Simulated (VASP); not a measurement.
# TaN in VASP: settings compared

The runs below take TaN through relaxation of cell and atoms, single point, with revPBE+D3(BJ), PBEsol.

All numbers are computed with VASP 6.6.1; they aren't measurements. Logs are shortened: lines on timing, memory, paths and dates and some standing lists are left out, and cuts for length are marked.

### Step 1. The cell of the first run

Symmetry: Fm-3m, No. 225, cubic system. Conventional cell: a = 4.423 Å, b = 4.423 Å, c = 4.423 Å, α = 90.00°, β = 90.00°, γ = 90.00°. Ta (site symmetry m-3m) has 6 N at 2.21 Å within 2.9 Å. N (site symmetry m-3m) has 6 Ta at 2.21 Å within 2.9 Å.

### Step 2. Relaxation of cell and atoms, revPBE+D3(BJ)

File INCAR:

```
SYSTEM = TaN
PREC     = Accurate       ! precision mode
ENCUT    = 600            ! plane-wave cutoff, eV
EDIFF    = 1E-6           ! SCF threshold, eV
ISMEAR   = -1             ! smearing method
SIGMA    = 0.05           ! smearing width, eV
LREAL    = .FALSE.        ! projectors in reciprocal space
LASPH    = .TRUE.         ! aspherical terms in the spheres
NELM     = 60             ! most SCF steps
ALGO     = Normal         ! electronic algorithm
ISIF     = 3              ! what is computed and relaxed
LWAVE    = .FALSE.        ! write WAVECAR
LCHARG   = .FALSE.        ! write CHGCAR
GGA      = RE             ! functional
IVDW     = 12             ! dispersion correction
IBRION   = 2              ! ionic algorithm
NSW      = 80             ! ionic steps
EDIFFG   = -0.005         ! ionic threshold
```

File KPOINTS:

```
regular mesh
0
G
  10 10 10
  0 0 0
```

File POSCAR:

```
TaN
1.0
    0.0000000000      2.2113230000      2.2113230000
    2.2113230000      0.0000000000      2.2113230000
    2.2113230000      2.2113230000      0.0000000000
Ta N
1 1
Direct
    0.5000000000      0.5000000000      0.5000000000
    0.0000000000      0.0000000000      0.0000000000
```

Potentials or basis: VASP PAW PBE potentials, release 64 (Ta_pv, N).

The run is started by

```console
$ cat potpaw_PBE.64/Ta_pv/POTCAR potpaw_PBE.64/N/POTCAR > POTCAR
$ mpirun -np 1 vasp_std > vasp.out
```

OUTCAR:

```text
SYSTEM = TaN
   PREC = Accurate
   ENCUT = 600
   EDIFF = 1E-6
   ISMEAR = -1
   LREAL = .FALSE.
   LASPH = .TRUE.
   NELM = 60
   ISIF = 3
   GGA = RE
   IVDW = 12
   IBRION = 2
   NSW = 80
   EDIFFG = -0.005
 IVDW          = 12

 ion  position               nearest neighbor table
   1  0.500  0.500  0.500-   2 2.21   2 2.21   2 2.21   2 2.21   2 2.21   2 2.21
   2  0.000  0.000  0.000-   1 2.21   1 2.21   1 2.21   1 2.21   1 2.21   1 2.21

  LATTYP: Found a face centered cubic cell.
 ALAT       =     4.4226460000

  Lattice vectors:

 A1 = (   0.0000000000,   2.2113230000,   2.2113230000)
 A2 = (   2.2113230000,   0.0000000000,   2.2113230000)
 A3 = (   2.2113230000,   2.2113230000,   0.0000000000)

Analysis of symmetry for initial positions (statically):
=====================================================================
 Subroutine PRICEL returns:
 Original cell was already a primitive cell.

 Routine SETGRP: Setting up the symmetry group for a
 face centered cubic supercell.

 Subroutine GETGRP returns: Found 48 space group operations
 (whereof 48 operations were pure point group operations)
 out of a pool of 48 trial point group operations.

The static configuration has the point symmetry O_h .

Analysis of symmetry for dynamics (positions and initial velocities):
=====================================================================
 Subroutine PRICEL returns:
 Original cell was already a primitive cell.

 Routine SETGRP: Setting up the symmetry group for a
 face centered cubic supercell.

 Subroutine GETGRP returns: Found 48 space group operations
 (whereof 48 operations were pure point group operations)
 out of a pool of 48 trial point group operations.

The dynamic configuration has the point symmetry O_h .

 Subroutine INISYM returns: Found 48 space group operations
 (whereof 48 operations are pure point group operations),
 and found     1 'primitive' translations

----------------------------------------------------------------------------------------

                                     Primitive cell

  volume of cell :      21.6265

  direct lattice vectors                    reciprocal lattice vectors
     0.000000000  2.211323000  2.211323000    -0.226108985  0.226108985  0.226108985
     2.211323000  0.000000000  2.211323000     0.226108985 -0.226108985  0.226108985
     2.211323000  2.211323000  0.000000000     0.226108985  0.226108985 -0.226108985

  length of vectors
     3.127282977  3.127282977  3.127282977     0.391632251  0.391632251  0.391632251

  position of ions in fractional coordinates (direct lattice)
     0.500000000  0.500000000  0.500000000
     0.000000000  0.000000000  0.000000000

  ion indices of the primitive-cell ions
   primitive index   ion index
                 1           1
                 2           2

----------------------------------------------------------------------------------------

 KPOINTS: regular mesh

Automatic generation of k-mesh.
 Grid dimensions read from file:
 generate k-points for:   10   10   10

 Generating k-lattice:

  Cartesian coordinates                     Fractional coordinates (reciprocal lattice)
    -0.022610899  0.022610899  0.022610899     0.100000000  0.000000000  0.000000000
     0.022610899 -0.022610899  0.022610899     0.000000000  0.100000000  0.000000000
     0.022610899  0.022610899 -0.022610899     0.000000000  0.000000000  0.100000000

  Length of vectors
     0.039163225  0.039163225  0.039163225

  Shift w.r.t. Gamma in fractional coordinates (k-lattice)
     0.000000000  0.000000000  0.000000000

 Subroutine IBZKPT returns following result:
 ===========================================

 Found     47 irreducible k-points:

 Following reciprocal coordinates:
            Coordinates               Weight
  0.000000  0.000000  0.000000      1.000000
  0.100000  0.000000  0.000000      8.000000
  0.200000  0.000000  0.000000      8.000000
  0.300000  0.000000  0.000000      8.000000
  0.400000  0.000000  0.000000      8.000000
  0.500000  0.000000  0.000000      4.000000
[... 16 lines left out ...]
  0.300000  0.300000  0.000000      6.000000
  0.400000  0.300000  0.000000     24.000000
 [... further k-points ...]
   k-points           NKPTS =     47   k-points in BZ     NKDIM =     47   number of bands    NBANDS=     12
   number of dos      NEDOS =    301   number of ions     NIONS =      2
   total plane-waves  NPLWV =  21952
   dimension x,y,z NGX =    28 NGY =   28 NGZ =   28
   dimension x,y,z NGXF=    56 NGYF=   56 NGZF=   56
   ions per type =               1   1
   NGX,Y,Z   is equivalent  to a cutoff of  14.88, 14.88, 14.88 a.u.
   NGXF,Y,Z  is equivalent  to a cutoff of  29.77, 29.77, 29.77 a.u.
 SYSTEM =  TaN
   PREC   = accura    normal or accurate (medium, high low for compatibility)
   ISTART =      0    job   : 0-new  1-cont  2-samecut
   ICHARG =      2    charge: 1-file 2-atom 10-const
   ISPIN  =      1    spin polarized calculation?
   LNONCOLLINEAR =      F non collinear calculations
   LSORBIT =      F    spin-orbit coupling
   LASPH  =      T    aspherical Exc in radial PAW
   ENCUT  =  600.0 eV  44.10 Ry    6.64 a.u.   6.25  6.25  6.25*2*pi/ulx,y,z
   NELM   =     60;   NELMIN=  2; NELMDL= -5     # of ELM steps
   EDIFF  = 0.1E-05   stopping-criterion for ELM
   LREAL  =      F    real-space projection
   EDIFFG = -.5E-02   stopping-criterion for IOM
   NSW    =     80    number of steps for IOM
   IBRION =      2    ionic relax: 0-MD 1-quasi-New 2-CG
   NFREE  =      1    steps in history (QN), initial steepest desc. (CG)
   ISIF   =      3    stress and relaxation
   ISYM   =      2    0-nonsym 1-usesym 2-fastsym
   POTIM  = 0.5000    time-step for ionic-motion
   TEBEG  =    0.0;   TEEND  =   0.0 temperature during run
   PSTRESS=    0.0 pullay stress
   NELECT =      16.0000    total number of electrons
   NUPDOWN=      -1.0000    fix difference up-down
   EMIN   =  10.00;   EMAX   =-10.00  energy-range for DOS
   EFERMI =   0.00;   METHOD = LEGACY
   ISMEAR =    -1;   SIGMA  =   0.05  broadening in eV -4-tet -1-fermi 0-gaus
   EFERMI_NEDOS =   21; number of points for ismear=-14 and -15
   IALGO  =     38    algorithm
   IMIX   =      4    mixing-type and parameters
     AMIX     =   0.40;   BMIX     =  1.00
     AMIX_MAG =   1.60;   BMIX_MAG =  1.00
  volume/ion in A,a.u.               =      10.81        72.97
  Fermi-wavevector in a.u.,A,eV,Ry     =   1.480651  2.798024 29.828417  2.192327
  Thomas-Fermi vector in A             =   2.594659
   LORBIT       =      0    0 simple, 1 ext, 2 COOP (PROOUT), +10 PAW based schemes
   GGA     = RE    functional components
   LHFCALC =     F    Hartree Fock is set to
   AEXX    =    0.0000 exact exchange contribution
   IVDW    =    12    specifies the selected vdW correction
   LEPSILON=     F    determine dielectric tensor
   LRPA    =     F    only Hartree local field effects (RPA)
 conjugate gradient relaxation of ions
 non-spin polarized calculation
  energy-cutoff  :      600.00
  volume of cell :       21.63
 maximum number of plane-waves:       740
 NGX is ok and might be reduce to    28
   NGX = 13   NGY = 13   NGZ = 13

--------------------------------------- Ionic step        1  -------------------------------------------

 number of electron      15.9999999 magnetization

 Free energy of the ion-electron system (eV)
  ---------------------------------------------------
  ext. energy  EPLUGINS =         0.00000000
  ---------------------------------------------------
  free energy    TOTEN  =       -20.98468407 eV

  energy without entropy =      -20.97882324  energy(sigma->0) =      -20.98175365

------------------------ aborting loop because EDIFF is reached ----------------------------------------

 Edisp (eV)   -1.72176

 E8    (eV) :    -1.2235

  FORCE on cell =-STRESS in cart. coord.  units (eV):
  Direction    XX          YY          ZZ          XY          YZ          ZX
  --------------------------------------------------------------------------------------
  -------------------------------------------------------------------------------------
  Total      -1.46444    -1.46444    -1.46444    -0.00000     0.00000     0.00000
  in kB    -108.49119  -108.49119  -108.49119    -0.00000     0.00000     0.00000
  external pressure =     -108.49 kB  Pullay stress =        0.00 kB
[... 21 lines left out ...]
  energy  without entropy=      -22.7005852127  energy(sigma->0) =      -22.70351563

--------------------------------------- Ionic step        2  -------------------------------------------

 number of electron      16.0000000 magnetization

 E-fermi :  10.7122     XC(G=0): -13.9104

 val. band max:       10.5911750511   @ k =  -0.2000   0.2000   0.0000
 cond. band min:      10.7503032519   @ k =  -0.3000   0.3000   0.1000
 fundamental gap:      0.1591282008
 Fermi energy:        10.7122446711

 k-point     1 :       0.0000    0.0000    0.0000
  band No.  band energies     occupation
      1     -24.9510      2.00000
      2     -24.9510      2.00000
      3     -24.9510      2.00000
      4      -8.9839      2.00000
      5       6.5995      2.00000
      6       6.5995      2.00000
      7       6.5995      2.00000
      8       8.3107      2.00000
      9       8.3107      2.00000
     10       8.3107      2.00000
     11      10.7720      0.46492
     12      10.7720      0.46485
[... 422 lines left out ...]
  energy  without entropy=      -22.7253166307  energy(sigma->0) =      -22.72814270

--------------------------------------- Ionic step        4  -------------------------------------------

 number of electron      16.0000000 magnetization

 Free energy of the ion-electron system (eV)
  ---------------------------------------------------
  ext. energy  EPLUGINS =         0.00000000
  ---------------------------------------------------
  free energy    TOTEN  =       -20.94813016 eV

  energy without entropy =      -20.94248332  energy(sigma->0) =      -20.94530674

 E-fermi :   9.8365     XC(G=0): -13.4837

 val. band max:        9.7357715671   @ k =  -0.2000   0.2000   0.0000
 cond. band min:       9.8735000383   @ k =  -0.3000   0.3000   0.1000
 fundamental gap:      0.1377284712
 Fermi energy:         9.8365164312

 k-point     1 :       0.0000    0.0000    0.0000
  band No.  band energies     occupation
      1     -25.9802      2.00000
      2     -25.9802      2.00000
      3     -25.9802      2.00000
      4      -9.2361      2.00000
      5       5.9368      2.00000
      6       5.9368      2.00000
      7       5.9368      2.00000
      8       7.6570      2.00000
      9       7.6570      2.00000
     10       7.6570      2.00000
     11       9.8787      0.60157
     12       9.8787      0.60156
[... 378 lines left out ...]
  FREE ENERGIE OF THE ION-ELECTRON SYSTEM (eV)
  ---------------------------------------------------
  free  energy   TOTEN  =       -22.7309854345 eV

  energy  without entropy=      -22.7253385942  energy(sigma->0) =      -22.72816201

 reached required accuracy - stopping structural energy minimisation
```

Wall time 31 s (1 thread of Intel Xeon 6975P-C, shared host); peak memory 0.18 GiB.

What came out:

```yaml
Free_energy: -22.7310 eV
Relaxed_volume: 10.46 Å³/atom
Relaxed_cell: a = 3.093 Å, b = 3.093 Å, c = 3.093 Å, α = 60.00°, β = 60.00°, γ = 60.00°
Space_group_after_relaxing_to_0.05_Å: Fm-3m (No. 225)
Energy_gained_by_relaxing: 12.3 meV/atom
Ionic_steps: 4
Pressure_after_relaxing: 0.0 GPa
Band_gap_on_the_k_mesh: zero (band 8 reaches 11.76 eV, above the bottom of band 9 at 7.66 eV)
Dispersion_energy_per_atom: -0.891 eV
```

The path:
| step | energy change (eV) | largest force (eV/Å) | pressure (GPa) | volume (Å³) |
| --- | --- | --- | --- | --- |
| 1 | 0.0000 | 0.0000 | -10.85 | 21.63 |
| 2 | 0.1136 | 0.0000 | 31.40 | 19.41 |
| 3 | -0.0245 | 0.0000 | -0.29 | 20.94 |
| 4 | -0.0245 | 0.0000 | -0.05 | 20.93 |

Final structure:
```
Ta N
1.0
     0.00000    2.18723    2.18723
     2.18723    0.00000    2.18723
     2.18723    2.18723    0.00000
Ta N
1 1
Direct
  0.50000 0.50000 0.50000
  0.00000 0.00000 0.00000
```

Levels at points of the mesh, in eV from the Fermi level:
```
           k point  band 5  band 6  band 7  band 8  band 9  band 10  band 11  band 12
(0.00, 0.00, 0.00)   -3.90   -3.90   -3.90   -2.18   -2.18    -2.18     0.04     0.04
(0.50, 0.00, 0.00)  -10.54   -7.72   -7.72    1.92    1.92     2.02     3.82     7.69
(0.50, 0.50, 0.00)   -6.72   -5.61   -4.71   -4.71    2.14     3.60     3.60     4.66
```

Caveat: the PAW data sets were made with another functional, which shifts forces and pressure a little; spin-orbit coupling is left out, which moves the levels of the heavy elements; pairwise dispersion overbinds metals, which lowers pressure and volume.

### Step 3. Single point, PBEsol (volume scaled by 0.94)

File INCAR:

```
ALGO = Normal
EDIFF = 1E-7
ENCUT = 520
GGA = PS
ISIF = 2
ISMEAR = -1
LASPH = True
LCHARG = True
LELF = True
LREAL = False
LVHAR = True
LWAVE = False
NBANDS = 15
NELM = 60
PREC = Accurate
SIGMA = 0.05
```

File KPOINTS:

```
k-points
0
Gamma
  10 10 10
```

File POSCAR:

```
TaN
1.0
    0.0000000000      2.1661812927      2.1661812927
    2.1661812927      0.0000000000      2.1661812927
    2.1661812927      2.1661812927      0.0000000000
Ta N
1 1
Direct
    0.5000000000      0.5000000000      0.5000000000
    0.0000000000      0.0000000000      0.0000000000
```

Potentials or basis: VASP PAW PBE potentials, release 64 (Ta_pv, N).

The run is started by

```console
$ cat potpaw_PBE.64/Ta_pv/POTCAR potpaw_PBE.64/N/POTCAR > POTCAR
$ mpirun -np 1 vasp_std > vasp.out
```

It took 5.7 s on 1 thread of Intel Xeon 6975P-C (Granite Rapids), shared host; peak memory 0.14 GiB.

The run converged. Its results:

- Free energy: -23.2016 eV
- Pressure: 12.4 GPa
- Band gap on the k mesh: zero (band 8 reaches 11.94 eV, above the bottom of band 9 at 7.63 eV)

Levels at points of the mesh, in eV from the Fermi level:
| k point | band 6 | band 7 | band 8 | band 9 | band 10 | band 11 |
| --- | --- | --- | --- | --- | --- | --- |
| (0.00, 0.00, 0.00) | -3.93 | -3.93 | -2.29 | -2.29 | -2.29 | 0.01 |
| (0.50, 0.00, 0.00) | -7.94 | -7.94 | 2.02 | 2.02 | 2.13 | 3.93 |
| (0.50, 0.50, 0.00) | -5.85 | -4.73 | -4.73 | 2.21 | 3.79 | 3.79 |

Caveat: the cell differs from its parent crystal (volume scaled by 0.94); the PAW data sets were made with another functional, which shifts forces and pressure a little; spin-orbit coupling is left out, which moves the levels of the heavy elements.

### Step 4. Single point, PBEsol (volume scaled by 1.02)

File INCAR:

```
SYSTEM = TaN
  ALGO = Normal
  EDIFF = 1E-6
  ENCUT = 520
  GGA = PS
  ISIF = 2
  ISMEAR = -1
  LASPH = .True.
  LCHARG = .True.
  LELF = .True.
  LREAL = .False.
  LVHAR = .True.
  LWAVE = .False.
  NBANDS = 15
  NELM = 100
  PREC = Accurate
  SIGMA = 0.05
```

File KPOINTS:

```
k-points
0
Gamma
  10 10 10
  0 0 0
```

File POSCAR:

```
TaN
1.0
    0.0000000000      2.2259679500      2.2259679500
    2.2259679500      0.0000000000      2.2259679500
    2.2259679500      2.2259679500      0.0000000000
Ta N
1 1
Direct
    0.5000000000      0.5000000000      0.5000000000
    0.0000000000      0.0000000000      0.0000000000
```

The run is started by

```console
$ cat potpaw_PBE.64/Ta_pv/POTCAR potpaw_PBE.64/N/POTCAR > POTCAR
$ mpirun -np 1 vasp_std > vasp.out
```

Run time: 5.2 s. Hardware: 1 thread of Intel Xeon 6975P-C (Granite Rapids), shared host; peak memory 0.15 GiB.

The run converged. Its results:

```yaml
Free_energy: -23.1734 eV
Pressure: -15.8 GPa
Band_gap_on_the_k_mesh: zero (band 8 reaches 10.75 eV, above the bottom of band 9 at 6.93 eV)
```

Levels at points of the mesh, in eV from the Fermi level:
| k point | band 6 | band 7 | band 8 | band 9 | band 10 | band 11 |
| --- | --- | --- | --- | --- | --- | --- |
| (0.00, 0.00, 0.00) | -3.70 | -3.70 | -2.06 | -2.06 | -2.06 | -0.01 |
| (0.50, 0.00, 0.00) | -7.34 | -7.34 | 1.76 | 1.76 | 1.87 | 3.66 |
| (0.50, 0.50, 0.00) | -5.28 | -4.54 | -4.54 | 1.94 | 3.32 | 3.32 |

Caveat: the cell differs from its parent crystal (volume scaled by 1.02); the PAW data sets were made with another functional, which shifts forces and pressure a little; spin-orbit coupling is left out, which moves the levels of the heavy elements.

[end of part 1 of 2]
